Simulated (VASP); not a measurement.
# Rb (Im-3m) in VASP: further runs

Rb is run at these levels: r2SCAN; tasks: single point.

All numbers are computed with VASP 6.6.1; they aren't measurements. Logs are shortened: lines on timing, memory, paths and dates and some standing lists are left out, and cuts for length are marked.

## (1) The cell of the first run

It takes space group Im-3m (No. 229, cubic). The conventional cell has a = 5.735 Å, b = 5.735 Å, c = 5.735 Å, α = 90.00°, β = 90.00°, γ = 90.00°.

## (2) Single point, r2SCAN

The input, POSCAR:

```
Rb
1.0
   -2.8677202310      2.8677202310      2.8677202310
    2.8677202310     -2.8677202310      2.8677202310
    2.8677202310      2.8677202310     -2.8677202310
Rb
1
Direct
    0.0000000000      0.0000000000      0.0000000000
```

The input, INCAR.step1:

```
SYSTEM = Rb
ALGO = Normal
EDIFF = 1E-4
ENCUT = 520
GGA = PE
ISMEAR = -1
LASPH = .True.
LCHARG = .False.
LREAL = .False.
LWAVE = .True.
NBANDS = 10
NELM = 60
PREC = Accurate
SIGMA = 0.1
```

The input, INCAR.step2:

```
SYSTEM = Rb
ALGO = Normal
EDIFF = 1E-7
ENCUT = 520
ISIF = 2
ISMEAR = -1
ISTART = 1
LASPH = .True.
LCHARG = .False.
LMIXTAU = .True.
LREAL = .False.
LWAVE = .False.
METAGGA = R2SCAN
NBANDS = 10
NELM = 60
PREC = Accurate
SIGMA = 0.1
```

The input, KPOINTS:

```
k-points
0
Gamma
  6 6 6
  0 0 0
```

Potentials or basis: VASP PAW PBE potentials, release 64 (Rb_sv).

Started as:

```
> cat potpaw_PBE.64/Rb_sv/POTCAR > POTCAR
> cp INCAR.step1 INCAR
> mpirun -np 1 vasp_std > vasp.out
> cp INCAR.step2 INCAR
> mpirun -np 1 vasp_std > vasp.out
```

OUTCAR:

```text
SYSTEM = Rb
   EDIFF = 1E-7
   ENCUT = 520
   ISIF = 2
   ISMEAR = -1
   ISTART = 1
   LASPH = .True.
   LREAL = .False.
   METAGGA = R2SCAN
   NELM = 60
   PREC = Accurate

 ion  position               nearest neighbor table
   1  0.000  0.000  0.000-

  LATTYP: Found a body centered cubic cell.
 ALAT       =     5.7354404620

  Lattice vectors:

 A1 = (  -2.8677202310,   2.8677202310,   2.8677202310)
 A2 = (   2.8677202310,  -2.8677202310,   2.8677202310)
 A3 = (   2.8677202310,   2.8677202310,  -2.8677202310)

Analysis of symmetry for initial positions (statically):
=====================================================================
 Subroutine PRICEL returns:
 Original cell was already a primitive cell.

 Routine SETGRP: Setting up the symmetry group for a
 body centered cubic supercell.

 Subroutine GETGRP returns: Found 48 space group operations
 (whereof 48 operations were pure point group operations)
 out of a pool of 48 trial point group operations.

The static configuration has the point symmetry O_h .

Analysis of symmetry for dynamics (positions and initial velocities):
=====================================================================
 Subroutine PRICEL returns:
 Original cell was already a primitive cell.

 Routine SETGRP: Setting up the symmetry group for a
 body centered cubic supercell.

 Subroutine GETGRP returns: Found 48 space group operations
 (whereof 48 operations were pure point group operations)
 out of a pool of 48 trial point group operations.

The dynamic configuration has the point symmetry O_h .

 Subroutine INISYM returns: Found 48 space group operations
 (whereof 48 operations are pure point group operations),
 and found     1 'primitive' translations

----------------------------------------------------------------------------------------

                                     Primitive cell

  volume of cell :      94.3345

  direct lattice vectors                    reciprocal lattice vectors
    -2.867720231  2.867720231  2.867720231     0.000000000  0.174354525  0.174354525
     2.867720231 -2.867720231  2.867720231     0.174354525  0.000000000  0.174354525
     2.867720231  2.867720231 -2.867720231     0.174354525  0.174354525  0.000000000

  length of vectors
     4.967037142  4.967037142  4.967037142     0.246574535  0.246574535  0.246574535

  position of ions in fractional coordinates (direct lattice)
     0.000000000  0.000000000  0.000000000

  ion indices of the primitive-cell ions
   primitive index   ion index
                 1           1

----------------------------------------------------------------------------------------

 KPOINTS: k-points

Automatic generation of k-mesh.
 Grid dimensions read from file:
 generate k-points for:    6    6    6

 Generating k-lattice:

  Cartesian coordinates                     Fractional coordinates (reciprocal lattice)
     0.000000000  0.029059088  0.029059088     0.166666667  0.000000000  0.000000000
     0.029059088  0.000000000  0.029059088     0.000000000  0.166666667  0.000000000
     0.029059088  0.029059088  0.000000000     0.000000000  0.000000000  0.166666667

  Length of vectors
     0.041095756  0.041095756  0.041095756

  Shift w.r.t. Gamma in fractional coordinates (k-lattice)
     0.000000000  0.000000000  0.000000000

 Subroutine IBZKPT returns following result:
 ===========================================

 Found     16 irreducible k-points:

 Following reciprocal coordinates:
            Coordinates               Weight
  0.000000  0.000000  0.000000      1.000000
  0.166667  0.000000  0.000000     12.000000
  0.333333  0.000000  0.000000     12.000000
  0.500000  0.000000  0.000000      6.000000
  0.166667  0.166667  0.000000     24.000000
  0.333333  0.166667  0.000000     48.000000
[... 8 lines left out ...]
  0.500000  0.500000  0.333333     12.000000
  0.500000  0.500000  0.500000      1.000000
   k-points           NKPTS =     16   k-points in BZ     NKDIM =     16   number of bands    NBANDS=     10
   number of dos      NEDOS =    301   number of ions     NIONS =      1
   total plane-waves  NPLWV =  64000
   dimension x,y,z NGX =    40 NGY =   40 NGZ =   40
   dimension x,y,z NGXF=    80 NGYF=   80 NGZF=   80
   ions per type =               1
   NGX,Y,Z   is equivalent  to a cutoff of  13.39, 13.39, 13.39 a.u.
   NGXF,Y,Z  is equivalent  to a cutoff of  26.78, 26.78, 26.78 a.u.
 SYSTEM =  Rb
   PREC   = accura    normal or accurate (medium, high low for compatibility)
   ISTART =      1    job   : 0-new  1-cont  2-samecut
   ICHARG =      0    charge: 1-file 2-atom 10-const
   ISPIN  =      1    spin polarized calculation?
   LNONCOLLINEAR =      F non collinear calculations
   LSORBIT =      F    spin-orbit coupling
   LASPH  =      T    aspherical Exc in radial PAW
   ENCUT  =  520.0 eV  38.22 Ry    6.18 a.u.   9.24  9.24  9.24*2*pi/ulx,y,z
   NELM   =     60;   NELMIN=  2; NELMDL=  0     # of ELM steps
   EDIFF  = 0.1E-06   stopping-criterion for ELM
   LREAL  =      F    real-space projection
   EDIFFG = 0.1E-05   stopping-criterion for IOM
   NSW    =      0    number of steps for IOM
   IBRION =     -1    ionic relax: 0-MD 1-quasi-New 2-CG
   NFREE  =      0    steps in history (QN), initial steepest desc. (CG)
   ISIF   =      2    stress and relaxation
   ISYM   =      2    0-nonsym 1-usesym 2-fastsym
   POTIM  = 0.5000    time-step for ionic-motion
   TEBEG  =    0.0;   TEEND  =   0.0 temperature during run
   PSTRESS=    0.0 pullay stress
   NELECT =       9.0000    total number of electrons
   NUPDOWN=      -1.0000    fix difference up-down
   EMIN   =  10.00;   EMAX   =-10.00  energy-range for DOS
   EFERMI =   0.00;   METHOD = LEGACY
   ISMEAR =    -1;   SIGMA  =   0.10  broadening in eV -4-tet -1-fermi 0-gaus
   EFERMI_NEDOS =   21; number of points for ismear=-14 and -15
   IALGO  =     38    algorithm
   IMIX   =      4    mixing-type and parameters
     AMIX     =   0.40;   BMIX     =  1.00
     AMIX_MAG =   1.60;   BMIX_MAG =  1.00
  volume/ion in A,a.u.               =      94.33       636.60
  Fermi-wavevector in a.u.,A,eV,Ry     =   0.748053  1.413615  7.613588  0.559583
  Thomas-Fermi vector in A             =   1.844251
   LORBIT       =      0    0 simple, 1 ext, 2 COOP (PROOUT), +10 PAW based schemes
   METAGGA = R2SCAN    functional components
   LHFCALC =     F    Hartree Fock is set to
   AEXX    =    0.0000 exact exchange contribution
   IVDW    =     0    specifies the selected vdW correction
   LEPSILON=     F    determine dielectric tensor
   LRPA    =     F    only Hartree local field effects (RPA)
 non-spin polarized calculation
  energy-cutoff  :      520.00
  volume of cell :       94.33
 maximum number of plane-waves:      2556
 NGX is ok and might be reduce to    40
   NGX = 19   NGY = 19   NGZ = 19

 number of electron       9.0000000 magnetization

 Free energy of the ion-electron system (eV)
  ---------------------------------------------------
  ext. energy  EPLUGINS =         0.00000000
  ---------------------------------------------------
  free energy    TOTEN  =       -13.92597098 eV

  energy without entropy =      -13.88900208  energy(sigma->0) =      -13.90748653

 E-fermi :   0.0015     XC(G=0):  -5.6335

 val. band max:       -0.2243996207   @ k =   0.1667   0.1667   0.1667
 cond. band min:       0.0259532843   @ k =   0.3333   0.1667   0.0000
 fundamental gap:      0.2503529050
 Fermi energy:         0.0015088709

 k-point     1 :       0.0000    0.0000    0.0000
  band No.  band energies     occupation
      1     -30.1067      2.00000
      2     -13.5992      2.00000
      3     -13.5992      2.00000
      4     -13.5992      2.00000
      5      -2.0543      2.00000
      6       4.0706      0.00000
      7       4.0706      0.00000
      8       4.0706      0.00000
      9       5.0268      0.00000
     10       5.0268      0.00000

 k-point     2 :       0.1667    0.0000    0.0000
  band No.  band energies     occupation
      1     -30.1057      2.00000
      2     -13.6213      2.00000
      3     -13.6063      2.00000
      4     -13.5992      2.00000
      5      -1.7215      2.00000
      6       3.3667      0.00000
      7       3.6379      0.00000
      8       4.3721      0.00000
      9       4.7477      0.00000
     10       4.9020      0.00000

 k-point     3 :       0.3333    0.0000    0.0000
  band No.  band energies     occupation
      1     -30.1038      2.00000
      2     -13.6646      2.00000
      3     -13.6205      2.00000
      4     -13.5993      2.00000
      5      -0.7995      1.99934
      6       1.9403      0.00000
      7       3.0709      0.00000
      8       4.8930      0.00000
      9       4.9698      0.00000
     10       5.2390      0.00000

 k-point     4 :       0.5000    0.0000    0.0000
  band No.  band energies     occupation
      1     -30.1028      2.00000
      2     -13.6858      2.00000
      3     -13.6275      2.00000
      4     -13.5994      2.00000
      5       0.3492      0.05993
      6       0.6821      0.00221
      7       2.8558      0.00000
      8       4.7117      0.00000
      9       5.4132      0.00000
     10       5.6906      0.00000
[... 118 lines left out ...]
 k-point    14 :      -0.3333    0.3333    0.3333
  band No.  band energies     occupation
      1     -30.1014      2.00000
      2     -13.6560      2.00000
      3     -13.6442      2.00000
      4     -13.6442      2.00000
      5       0.2513      0.15207
      6       1.8523      0.00000
      7       3.2643      0.00000
      8       3.2643      0.00000
      9       3.8036      0.00000
     10       5.5782      0.00000

 k-point    15 :       0.5000    0.5000    0.3333
  band No.  band energies     occupation
      1     -30.1006      2.00000
      2     -13.6667      2.00000
      3     -13.6521      2.00000
      4     -13.6453      2.00000
      5       1.0909      0.00004
      6       1.2746      0.00001
      7       2.8449      0.00000
      8       3.2760      0.00000
      9       4.0135      0.00000
     10       6.1109      0.00000

 k-point    16 :       0.5000    0.5000    0.5000
  band No.  band energies     occupation
      1     -30.0998      2.00000
      2     -13.6603      2.00000
      3     -13.6603      2.00000
      4     -13.6603      2.00000
      5       1.3318      0.00000
      6       1.3318      0.00000
      7       3.4161      0.00000
      8       3.4161      0.00000
      9       3.4161      0.00000
     10       5.4542      0.00000

------------------------ aborting loop because EDIFF is reached ----------------------------------------

  FORCE on cell =-STRESS in cart. coord.  units (eV):
  Direction    XX          YY          ZZ          XY          YZ          ZX
  --------------------------------------------------------------------------------------
  -------------------------------------------------------------------------------------
  Total        0.0220586      0.0220586      0.0220586      0.0000000      0.0000000     -0.0000000
  in kB        0.3746443      0.3746443      0.3746443      0.0000000      0.0000000     -0.0000000
  external PRESSURE =       0.3746443 kB  Pullay stress =       0.0000000 kB

 VOLUME and BASIS-vectors are now :
 -----------------------------------------------------------------------------
  energy-cutoff  :      520.00
  volume of cell :       94.33
      direct lattice vectors                 reciprocal lattice vectors
    -2.867720231  2.867720231  2.867720231     0.000000000  0.174354525  0.174354525
     2.867720231 -2.867720231  2.867720231     0.174354525  0.000000000  0.174354525
     2.867720231  2.867720231 -2.867720231     0.174354525  0.174354525  0.000000000

 POSITION                                       TOTAL-FORCE (eV/Angst)
 -----------------------------------------------------------------------------------
      0.00000      0.00000      0.00000         0.000000     -0.000000      0.000000
 -----------------------------------------------------------------------------------
    total drift:                               -0.000000      0.000000     -0.000000

  FREE ENERGIE OF THE ION-ELECTRON SYSTEM (eV)
  ---------------------------------------------------
  free  energy   TOTEN  =       -13.9259709803 eV

  energy  without entropy=      -13.8890020769  energy(sigma->0) =      -13.90748653
```

Wall time 2.7 min (1 thread of Intel Xeon 8259CL, shared host); peak memory 0.25 GiB.

What came out:

| Quantity | Value |
| --- | --- |
| Free energy | -13.9260 eV |
| Pressure | 0.0 GPa |
| Band gap on the k mesh | zero (an odd number of electrons rules out a gap without spin polarisation) |

Caveat: the PAW data sets were made with another functional, which shifts forces and pressure a little.

(Continued in part 2 of 2.)

The gap in the log of VASP goes by the Fermi energy; the results here count the filled bands.